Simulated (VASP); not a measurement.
# Ti5H in VASP: notebook, part 2 of 2

VASP 6.6.1.

**5. Single point, PBE, collinear spin**

INCAR

```
ALGO = Normal
DIPOL = 0.5 0.5 0.375
EDIFF = 1E-6
ENCUT = 520
GGA = PE
IDIPOL = 3
ISIF = 2
ISMEAR = 0
ISPIN = 2
LASPH = T
LCHARG = F
LDIPOL = T
LMAXMIX = 4
LORBIT = 11
LREAL = F
LWAVE = F
MAGMOM = 0 0 0 0 0 1
NBANDS = 44
NELM = 150
PREC = Accurate
SIGMA = 0.1
```

KPOINTS

```
k-points
0
Gamma
  9 9 1
```

POSCAR

```
Ti5H
1.0
    2.9381632084      0.0000000000      0.0000000000
   -1.4690816042      2.5445239789      0.0000000000
    0.0000000000      0.0000000000     26.2117060745
Ti H
5 1
Direct
    0.6666666667      0.3333333333      0.1526035729
    0.3333333333      0.6666666667      0.2413132777
    0.6666666667      0.3333333333      0.3306032017
    0.3333333333      0.6666666667      0.4219530445
    0.6666666667      0.3333333333      0.5040383879
    0.6666666667      0.3333333333      0.5982710942
```

Started as:

```
$ cat potpaw_PBE.64/Ti_sv/POTCAR potpaw_PBE.64/H/POTCAR > POTCAR
$ mpirun -np 1 vasp_std > vasp.out
```

Run time: 10 min. Hardware: 1 thread of Intel Xeon Platinum 8488C (Sapphire Rapids), shared host; peak memory 0.49 GiB.

Results (log left out):

| Property | Result |
| --- | --- |
| Free energy | -39.2583 eV |
| Largest force | 1.669 eV/Å |
| Band gap on the k mesh | zero (filled and empty bands overlap) |
| Net moment | -1.04 μB per cell |
| Site moments | Ti -0.61, +0.06, -0.07, +0.11, -0.43; H +0.21 μB |
| Valence electrons inside the program's atomic spheres | Ti 10.20, 10.24, 10.23, 10.28, 10.22; H 0.39 |

Forces on the atoms (eV/Å):
```
Ti   0.000  0.000  0.454
Ti   0.000  0.000 -0.438
Ti   0.000  0.000  0.079
Ti   0.000  0.000 -0.557
Ti   0.000  0.000  1.669
H    0.000  0.000 -1.207
```

Levels at points of the mesh, in eV from the Fermi level:
Spin up:
```csv
k point,band 26,band 27,band 28,band 29,band 30,band 31,band 32,band 33,band 34,band 35
"(0.00, 0.00, 0.00)",-2.65,0.07,0.26,0.61,0.61,0.63,0.70,0.70,0.78,0.84
```
Spin down:
```tsv
k point	band 28	band 29	band 30	band 31	band 32	band 33	band 34	band 35
(0.00, 0.00, 0.00)	0.08	0.32	0.39	0.39	0.58	0.58	0.59	0.69
```

**6. Single point, PBE, collinear spin**

INCAR

```
PREC = Accurate ; ENCUT = 520
EDIFF = 1E-7 ; ISMEAR = 0
SIGMA = 0.1 ; LREAL = False
LASPH = True ; NELM = 150
ALGO = Normal ; ISIF = 2
LWAVE = False ; LCHARG = False
ISPIN = 2 ; MAGMOM = 0 0 0 0 0 1
LORBIT = 11 ; LMAXMIX = 4
LDIPOL = True ; IDIPOL = 3
DIPOL = 0.5 0.5 0.364 ; GGA = PE
NBANDS = 44
```

KPOINTS

```
regular mesh
0
Gamma
  9 9 1
```

POSCAR, as its differences from that of step 5:

```diff
@@ -13,2 +13,2 @@
     0.6666666667      0.3333333333      0.5040383879
-    0.6666666667      0.3333333333      0.5982710942
+    1.0000000000      0.0000000000      0.5360851382
```

Potentials or basis: VASP PAW PBE potentials, release 64 (Ti_sv, H).

Started as:

```
$ cat potpaw_PBE.64/Ti_sv/POTCAR potpaw_PBE.64/H/POTCAR > POTCAR
$ mpirun -np 1 vasp_std > vasp.out
```

OUTCAR:

```text
PREC = Accurate
   ENCUT = 520
   EDIFF = 1E-7
   ISMEAR = 0
   LREAL = False
   LASPH = True
   NELM = 150
   ISIF = 2
   ISPIN = 2
   LORBIT = 11
   GGA = PE

 ion  position               nearest neighbor table
   1  0.667  0.333  0.153-   2 2.88   2 2.88   2 2.88
   2  0.333  0.667  0.241-   1 2.88   1 2.88   1 2.88   3 2.89   3 2.89   3 2.89
   3  0.667  0.333  0.331-   2 2.89   2 2.89   2 2.89
   4  0.333  0.667  0.422-   5 2.74   5 2.74   5 2.74
   5  0.667  0.333  0.504-   6 1.89   6 1.89   6 1.89   4 2.74   4 2.74   4 2.74
   6  0.000  0.000  0.536-   5 1.89   5 1.89   5 1.89

  LATTYP: Found a hexagonal cell.
 ALAT       =     2.9381632084
 C/A-ratio  =     8.9211198342

  Lattice vectors:

 A1 = (   2.9381632084,   0.0000000000,   0.0000000000)
 A2 = (  -1.4690816042,   2.5445239789,   0.0000000000)
 A3 = (   0.0000000000,   0.0000000000,  26.2117060745)

Analysis of symmetry for initial positions (statically):
=====================================================================
 Subroutine PRICEL returns:
 Original cell was already a primitive cell.
[... 1287 lines left out ...]
  Total       -0.0944413     -0.0944413      0.3150300      0.0000000      0.0000000     -0.0000000
  in kB       -0.7721374     -0.7721374      2.5756379      0.0000000      0.0000000     -0.0000000
  external PRESSURE =       0.3437877 kB  Pullay stress =       0.0000000 kB

 VOLUME and BASIS-vectors are now :
 -----------------------------------------------------------------------------
  energy-cutoff  :      520.00
  volume of cell :      195.96
      direct lattice vectors                 reciprocal lattice vectors
     2.938163208  0.000000000  0.000000000     0.340348690  0.196500408  0.000000000
    -1.469081604  2.544523979  0.000000000     0.000000000  0.393000816  0.000000000
     0.000000000  0.000000000 26.211706075     0.000000000  0.000000000  0.038150893

 POSITION                                       TOTAL-FORCE (eV/Angst)
 -----------------------------------------------------------------------------------
      1.46908      0.84817      4.00000        -0.000000     -0.000000      0.468515
     -0.00000      1.69635      6.32523        -0.000000      0.000000     -0.418056
      1.46908      0.84817      8.66567         0.000000      0.000000     -0.077441
     -0.00000      1.69635     11.06011         0.000000     -0.000000     -0.417200
      1.46908      0.84817     13.21171         0.000000      0.000000     -0.205718
      0.00000      0.00000     14.05171        -0.000000      0.000000      0.649900
 -----------------------------------------------------------------------------------
    total drift:                               -0.000000      0.000000     -0.000324

  FREE ENERGIE OF THE ION-ELECTRON SYSTEM (eV)
  ---------------------------------------------------
  free  energy   TOTEN  =       -41.7786727012 eV

  energy  without entropy=      -41.7523860083  energy(sigma->0) =      -41.76552935

 vacuum level on the upper side and lower side of the slab         5.652         5.744

 total charge

# of ion       s       p       d       tot
------------------------------------------
    1        2.246   6.071   1.879  10.196
    2        2.247   6.122   1.869  10.237
    3        2.247   6.116   1.872  10.235
    4        2.257   6.132   1.891  10.280
    5        2.229   6.164   1.886  10.280
    6        0.577   0.010   0.000   0.588
--------------------------------------------------
tot         11.802  30.616   9.397  51.815

 magnetization (x)

# of ion       s       p       d       tot
------------------------------------------
    1       -0.012  -0.047  -0.561  -0.620
    2        0.001   0.000   0.068   0.070
    3       -0.000  -0.002  -0.026  -0.028
    4       -0.000  -0.000  -0.013  -0.013
    5        0.000   0.001   0.006   0.007
    6       -0.000   0.000   0.000  -0.000
--------------------------------------------------
tot         -0.011  -0.047  -0.526  -0.584
```

OSZICAR:

```text
N       E                     dE             d eps       ncg     rms          rms(c)
DAV:   1     0.798512328267E+03    0.79851E+03   -0.32495E+04  2320   0.147E+03
DAV:   2     0.595827812762E+02   -0.73893E+03   -0.71992E+03  2232   0.481E+02
DAV:   3    -0.278974817396E+02   -0.87480E+02   -0.84427E+02  3432   0.150E+02
[... 48 lines left out ...]
DAV:  52    -0.417786619682E+02   -0.74182E-05   -0.46135E-07  1868   0.245E-03    0.514E-04
DAV:  53    -0.417786698155E+02   -0.78473E-05   -0.42803E-07  1848   0.155E-03    0.250E-04
DAV:  54    -0.417786720439E+02   -0.22284E-05   -0.10277E-07  1720   0.764E-04    0.288E-04
DAV:  55    -0.417786726050E+02   -0.56104E-06   -0.21531E-08  1540   0.579E-04    0.167E-04
DAV:  56    -0.417786727012E+02   -0.96265E-07   -0.80001E-09  1332   0.356E-04
   1 F= -.41778673E+02 E0= -.41765529E+02  d E =-.262867E-01  mag=    -0.9933
```

Run time: 33 min. Hardware: 1 thread of AMD EPYC 9755, shared host; peak memory 0.47 GiB.

What came out:

| Property | Result |
| --- | --- |
| Free energy | -41.7787 eV |
| Largest force | 0.650 eV/Å |
| Band gap on the k mesh | zero (filled and empty bands overlap) |
| Net moment | -0.99 μB per cell |
| Site moments | Ti -0.62, +0.07, -0.03, -0.01, +0.01; H -0.00 μB |
| Valence electrons inside the program's atomic spheres | Ti 10.20, 10.24, 10.23, 10.28 (each value once); H 0.59 |

Forces in eV/Å, atoms in the order of the input:
```
Ti   0.000  0.000  0.469
Ti   0.000  0.000 -0.418
Ti   0.000  0.000 -0.077
Ti   0.000  0.000 -0.417
Ti   0.000  0.000 -0.206
H    0.000  0.000  0.650
```

Levels at points of the mesh, in eV from the Fermi level:
Spin up:
```csv
k point,band 27,band 28,band 29,band 30,band 31,band 32,band 33,band 34
"(0.00, 0.00, 0.00)",0.15,0.23,0.59,0.59,0.60,0.69,0.69,0.79
```
Spin down:
| k point | band 28 | band 29 | band 30 | band 31 | band 32 | band 33 | band 34 | band 35 |
| --- | --- | --- | --- | --- | --- | --- | --- | --- |
| (0.00, 0.00, 0.00) | 0.10 | 0.36 | 0.58 | 0.58 | 0.58 | 0.61 | 0.61 | 0.70 |

**7. The runs side by side**

| cell | gap on the mesh (eV) | moment (μB) | largest force (eV/Å) |
| --- | --- | --- | --- |
| as given, atomic positions A | none | 1.00 | 2.22 |
| as given, atomic positions B | none | 0.99 | 2.20 |
| as given, atomic positions C | none | 0.23 | 1.15 |
| as given, atomic positions D | none | 1.04 | 1.67 |
| as given, atomic positions E | none | 0.99 | 0.65 |

Alike in all rows: task single point; level PBE; potentials or basis VASP PAW PBE potentials, release 64 (Ti_sv, H); spin collinear; k mesh 9 × 9 × 1; cutoff (eV) 520; smearing gaussian 0.1 eV.

Absolute energies hang on the potentials; compare differences alone.
